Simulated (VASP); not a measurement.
# Ti (Im-3m) in VASP: notebook

The runs below take Ti through single point, with LDA.

Everything below comes from runs of VASP 6.6.1. Logs are shortened: lines on timing, memory, paths and dates and some standing lists are left out, and cuts for length are marked.

### Step 1. The cell of the first run

The structure is cubic, space group Im-3m (No. 229). The conventional cell has a = 3.157 Å, b = 3.157 Å, c = 3.157 Å, α = 90.00°, β = 90.00°, γ = 90.00°. Ti (site symmetry m-3m) has 14 Ti at 2.73 to 3.16 Å within 3.6 Å.

### Step 2. Single point, LDA

Contents of INCAR:

```
SYSTEM = Ti
PREC = Accurate
ENCUT = 520
EDIFF = 1E-6
ISMEAR = 0
SIGMA = 0.1
LREAL = .FALSE.
LASPH = .TRUE.
NELM = 80
ALGO = Normal
ISIF = 2
LWAVE = .FALSE.
LCHARG = .TRUE.
LELF = .TRUE.
LVHAR = .TRUE.
NBANDS = 12
```

Contents of KPOINTS:

```
Automatic mesh
0
G
  8 8 8
  0 0 0
```

Contents of POSCAR:

```
Ti
1.0
   -1.5786425149      1.5786425149      1.5786425149
    1.5786425149     -1.5786425149      1.5786425149
    1.5786425149      1.5786425149     -1.5786425149
Ti
1
Direct
    0.0000000000      0.0000000000      0.0000000000
```

Potentials or basis: VASP PAW LDA potentials, release 64 (Ti_sv).

Command:

```sh
$ cat potpaw_LDA.64/Ti_sv/POTCAR > POTCAR
$ mpirun -np 1 vasp_std > vasp.out
```

OUTCAR:

```text
SYSTEM = Ti
   PREC = Accurate
   ENCUT = 520
   EDIFF = 1E-6
   ISMEAR = 0
   LREAL = .FALSE.
   LASPH = .TRUE.
   NELM = 80
   ISIF = 2

 ion  position               nearest neighbor table
   1  0.000  0.000  0.000-

  LATTYP: Found a body centered cubic cell.
 ALAT       =     3.1572850298

  Lattice vectors:

 A1 = (  -1.5786425149,   1.5786425149,   1.5786425149)
 A2 = (   1.5786425149,  -1.5786425149,   1.5786425149)
 A3 = (   1.5786425149,   1.5786425149,  -1.5786425149)

Analysis of symmetry for initial positions (statically):
=====================================================================
 Subroutine PRICEL returns:
 Original cell was already a primitive cell.

 Routine SETGRP: Setting up the symmetry group for a
 body centered cubic supercell.

 Subroutine GETGRP returns: Found 48 space group operations
 (whereof 48 operations were pure point group operations)
 out of a pool of 48 trial point group operations.

The static configuration has the point symmetry O_h .

Analysis of symmetry for dynamics (positions and initial velocities):
=====================================================================
 Subroutine PRICEL returns:
 Original cell was already a primitive cell.

 Routine SETGRP: Setting up the symmetry group for a
 body centered cubic supercell.

 Subroutine GETGRP returns: Found 48 space group operations
 (whereof 48 operations were pure point group operations)
 out of a pool of 48 trial point group operations.

The dynamic configuration has the point symmetry O_h .

 Subroutine INISYM returns: Found 48 space group operations
 (whereof 48 operations are pure point group operations),
 and found     1 'primitive' translations

----------------------------------------------------------------------------------------

                                     Primitive cell

  volume of cell :      15.7366

  direct lattice vectors                    reciprocal lattice vectors
    -1.578642515  1.578642515  1.578642515     0.000000000  0.316727819  0.316727819
     1.578642515 -1.578642515  1.578642515     0.316727819  0.000000000  0.316727819
     1.578642515  1.578642515 -1.578642515     0.316727819  0.316727819  0.000000000

  length of vectors
     2.734289043  2.734289043  2.734289043     0.447920777  0.447920777  0.447920777

  position of ions in fractional coordinates (direct lattice)
     0.000000000  0.000000000  0.000000000

  ion indices of the primitive-cell ions
   primitive index   ion index
                 1           1

----------------------------------------------------------------------------------------

 KPOINTS: Automatic mesh

Automatic generation of k-mesh.
 Grid dimensions read from file:
 generate k-points for:    8    8    8

 Generating k-lattice:

  Cartesian coordinates                     Fractional coordinates (reciprocal lattice)
     0.000000000  0.039590977  0.039590977     0.125000000  0.000000000  0.000000000
     0.039590977  0.000000000  0.039590977     0.000000000  0.125000000  0.000000000
     0.039590977  0.039590977  0.000000000     0.000000000  0.000000000  0.125000000

  Length of vectors
     0.055990097  0.055990097  0.055990097

  Shift w.r.t. Gamma in fractional coordinates (k-lattice)
     0.000000000  0.000000000  0.000000000

 Subroutine IBZKPT returns following result:
 ===========================================

 Found     29 irreducible k-points:

 Following reciprocal coordinates:
            Coordinates               Weight
  0.000000  0.000000  0.000000      1.000000
  0.125000  0.000000  0.000000     12.000000
  0.250000  0.000000  0.000000     12.000000
  0.375000  0.000000  0.000000     12.000000
  0.500000  0.000000  0.000000      6.000000
  0.125000  0.125000  0.000000     24.000000
[... 16 lines left out ...]
 -0.250000  0.250000  0.250000      6.000000
 -0.375000  0.375000  0.250000     24.000000
 [... further k-points ...]
   k-points           NKPTS =     29   k-points in BZ     NKDIM =     29   number of bands    NBANDS=     12
   number of dos      NEDOS =    301   number of ions     NIONS =      1
   total plane-waves  NPLWV =   8000
   dimension x,y,z NGX =    20 NGY =   20 NGZ =   20
   dimension x,y,z NGXF=    40 NGYF=   40 NGZF=   40
   ions per type =               1
   NGX,Y,Z   is equivalent  to a cutoff of  12.16, 12.16, 12.16 a.u.
   NGXF,Y,Z  is equivalent  to a cutoff of  24.32, 24.32, 24.32 a.u.
 SYSTEM =  Ti
   PREC   = accura    normal or accurate (medium, high low for compatibility)
   ISTART =      0    job   : 0-new  1-cont  2-samecut
   ICHARG =      2    charge: 1-file 2-atom 10-const
   ISPIN  =      1    spin polarized calculation?
   LNONCOLLINEAR =      F non collinear calculations
   LSORBIT =      F    spin-orbit coupling
   LASPH  =      T    aspherical Exc in radial PAW
   ENCUT  =  520.0 eV  38.22 Ry    6.18 a.u.   5.08  5.08  5.08*2*pi/ulx,y,z
   NELM   =     80;   NELMIN=  2; NELMDL= -5     # of ELM steps
   EDIFF  = 0.1E-05   stopping-criterion for ELM
   LREAL  =      F    real-space projection
   EDIFFG = 0.1E-04   stopping-criterion for IOM
   NSW    =      0    number of steps for IOM
   IBRION =     -1    ionic relax: 0-MD 1-quasi-New 2-CG
   NFREE  =      0    steps in history (QN), initial steepest desc. (CG)
   ISIF   =      2    stress and relaxation
   ISYM   =      2    0-nonsym 1-usesym 2-fastsym
   POTIM  = 0.5000    time-step for ionic-motion
   TEBEG  =    0.0;   TEEND  =   0.0 temperature during run
   PSTRESS=    0.0 pullay stress
   NELECT =      12.0000    total number of electrons
   NUPDOWN=      -1.0000    fix difference up-down
   EMIN   =  10.00;   EMAX   =-10.00  energy-range for DOS
   EFERMI =   0.00;   METHOD = LEGACY
   ISMEAR =     0;   SIGMA  =   0.10  broadening in eV -4-tet -1-fermi 0-gaus
   EFERMI_NEDOS =   21; number of points for ismear=-14 and -15
   IALGO  =     38    algorithm
   IMIX   =      4    mixing-type and parameters
     AMIX     =   0.40;   BMIX     =  1.00
     AMIX_MAG =   1.60;   BMIX_MAG =  1.00
  volume/ion in A,a.u.               =      15.74       106.20
  Fermi-wavevector in a.u.,A,eV,Ry     =   1.495655  2.826378 30.436017  2.236984
  Thomas-Fermi vector in A             =   2.607772
   LORBIT       =      0    0 simple, 1 ext, 2 COOP (PROOUT), +10 PAW based schemes
   GGA     = CA    functional components
   LHFCALC =     F    Hartree Fock is set to
   AEXX    =    0.0000 exact exchange contribution
   IVDW    =     0    specifies the selected vdW correction
   LEPSILON=     F    determine dielectric tensor
   LRPA    =     F    only Hartree local field effects (RPA)
 non-spin polarized calculation
 Gauss-broadening in eV      SIGMA  =   0.10
  energy-cutoff  :      520.00
  volume of cell :       15.74
 maximum number of plane-waves:       429
   NGX = 11   NGY = 11   NGZ = 11

 number of electron      11.9999996 magnetization

 Free energy of the ion-electron system (eV)
  ---------------------------------------------------
  ext. energy  EPLUGINS =         0.00000000
  ---------------------------------------------------
  free energy    TOTEN  =        -8.46714029 eV

  energy without entropy =       -8.45748636  energy(sigma->0) =       -8.46231333

 E-fermi :   8.8941     XC(G=0): -12.2608

 val. band max:        8.8884865938   @ k =   0.2500   0.2500   0.0000
 cond. band min:       8.9468594356   @ k =  -0.3750   0.3750   0.1250
 fundamental gap:      0.0583728418
 Fermi energy:         8.8940740776

 k-point     1 :       0.0000    0.0000    0.0000
  band No.  band energies     occupation
      1     -46.7619      2.00000
      2     -22.8455      2.00000
      3     -22.8455      2.00000
      4     -22.8455      2.00000
      5       2.8480      2.00000
      6       9.9310      0.00000
      7       9.9310      0.00000
      8       9.9310      0.00000
      9      11.9332      0.00000
     10      11.9332      0.00000
     11      27.1103      0.00000
     12      27.1103      0.00000

 k-point     2 :       0.1250    0.0000    0.0000
  band No.  band energies     occupation
      1     -46.7323      2.00000
      2     -22.9910      2.00000
      3     -22.8893      2.00000
      4     -22.8467      2.00000
      5       3.4222      2.00000
      6       9.6655      0.00000
      7       9.8258      0.00000
      8      10.3699      0.00000
      9      11.6719      0.00000
     10      11.9527      0.00000
     11      26.4514      0.00000
     12      26.9981      0.00000

 k-point     3 :       0.2500    0.0000    0.0000
  band No.  band energies     occupation
      1     -46.6599      2.00000
      2     -23.3327      2.00000
      3     -22.9937      2.00000
      4     -22.8498      2.00000
      5       4.8591      2.00000
      6       9.0809      0.00823
      7       9.3743      0.00000
      8      11.5510      0.00000
      9      11.6052      0.00000
     10      12.0507      0.00000
     11      23.9231      0.00000
     12      25.5918      0.00000

 k-point     4 :       0.3750    0.0000    0.0000
  band No.  band energies     occupation
      1     -46.5866      2.00000
      2     -23.6620      2.00000
      3     -23.0963      2.00000
      4     -22.8529      2.00000
      5       6.0307      2.00000
      6       8.5592      2.00000
      7       9.6204      0.00000
      8      11.8703      0.00000
      9      12.2304      0.00000
     10      12.9938      0.00000
     11      20.5742      0.00000
     12      23.8021      0.00000

 k-point     5 :       0.5000    0.0000    0.0000
  band No.  band energies     occupation
      1     -46.5560      2.00000
      2     -23.7952      2.00000
      3     -23.1383      2.00000
      4     -22.8543      2.00000
      5       6.2053      2.00000
      6       8.3580      2.00000
      7      10.4939      0.00000
      8      11.9398      0.00000
      9      12.3337      0.00000
     10      13.7200      0.00000
     11      18.8344      0.00000
     12      23.0710      0.00000
[... 228 lines left out ...]
      1     -46.5031      2.00000
      2     -23.5229      2.00000
      3     -23.5229      2.00000
      4     -23.0221      2.00000
      5       7.9472      2.00000
      6       7.9472      2.00000
      7       8.5891      1.99998
      8      12.2640      0.00000
      9      12.2640      0.00000
     10      17.9477      0.00000
     11      17.9477      0.00000
     12      19.1881      0.00000

 k-point    22 :       0.2500    0.2500    0.2500
  band No.  band energies     occupation
      1     -46.5393      2.00000
      2     -23.3184      2.00000
      3     -23.3184      2.00000
      4     -23.3183      2.00000
      5       8.2741      2.00000
      6       8.2741      2.00000
      7       8.2741      2.00000
      8      12.4035      0.00000
      9      12.4035      0.00000
     10      18.9962      0.00000
     11      18.9962      0.00000
     12      18.9962      0.00000

 k-point    23 :      -0.2500    0.2500    0.2500
  band No.  band energies     occupation
      1     -46.5737      2.00000
      2     -23.3532      2.00000
      3     -23.1567      2.00000
      4     -23.1567      2.00000
      5       6.3421      2.00000
      6       8.8283      1.64791
      7      10.3025      0.00000
      8      10.3025      0.00000
      9      11.4902      0.00000
     10      12.9649      0.00000
     11      25.1285      0.00000
     12      25.2853      0.00000

 k-point    24 :      -0.3750    0.3750    0.2500
  band No.  band energies     occupation
      1     -46.5119      2.00000
      2     -23.5448      2.00000
      3     -23.2694      2.00000
      4     -23.1866      2.00000
      5       7.0994      2.00000
      6       7.9088      2.00000
      7      10.3161      0.00000
      8      10.8828      0.00000
      9      12.7065      0.00000
     10      14.0120      0.00000
     11      21.2914      0.00000
     12      23.1975      0.00000

 [... further k-points ...]

------------------------ aborting loop because EDIFF is reached ----------------------------------------

  FORCE on cell =-STRESS in cart. coord.  units (eV):
  Direction    XX          YY          ZZ          XY          YZ          ZX
  --------------------------------------------------------------------------------------
  -------------------------------------------------------------------------------------
  Total        0.1084822      0.1084822      0.1084822      0.0000000      0.0000000      0.0000000
  in kB       11.0447932     11.0447932     11.0447932      0.0000000      0.0000000      0.0000000
  external PRESSURE =      11.0447932 kB  Pullay stress =       0.0000000 kB

 VOLUME and BASIS-vectors are now :
 -----------------------------------------------------------------------------
  energy-cutoff  :      520.00
  volume of cell :       15.74
      direct lattice vectors                 reciprocal lattice vectors
    -1.578642515  1.578642515  1.578642515     0.000000000  0.316727819  0.316727819
     1.578642515 -1.578642515  1.578642515     0.316727819  0.000000000  0.316727819
     1.578642515  1.578642515 -1.578642515     0.316727819  0.316727819  0.000000000

 POSITION                                       TOTAL-FORCE (eV/Angst)
 -----------------------------------------------------------------------------------
      0.00000      0.00000      0.00000         0.000000      0.000000      0.000000
 -----------------------------------------------------------------------------------
    total drift:                                0.000000     -0.000000      0.000000

  FREE ENERGIE OF THE ION-ELECTRON SYSTEM (eV)
  ---------------------------------------------------
  free  energy   TOTEN  =        -8.4671402938 eV

  energy  without entropy=       -8.4574863610  energy(sigma->0) =       -8.46231333
```

It took 3.8 s on 1 thread of Intel Xeon 6975P-C, shared host; peak memory 0.11 GiB.

What came out:

| Item | Value |
| --- | --- |
| Free energy | -8.4671 eV |
| Pressure | 1.1 GPa |
| Band gap on the k mesh | zero (band 6 reaches 9.93 eV, above the bottom of band 7 at 8.27 eV) |

[end of part 1 of 2]
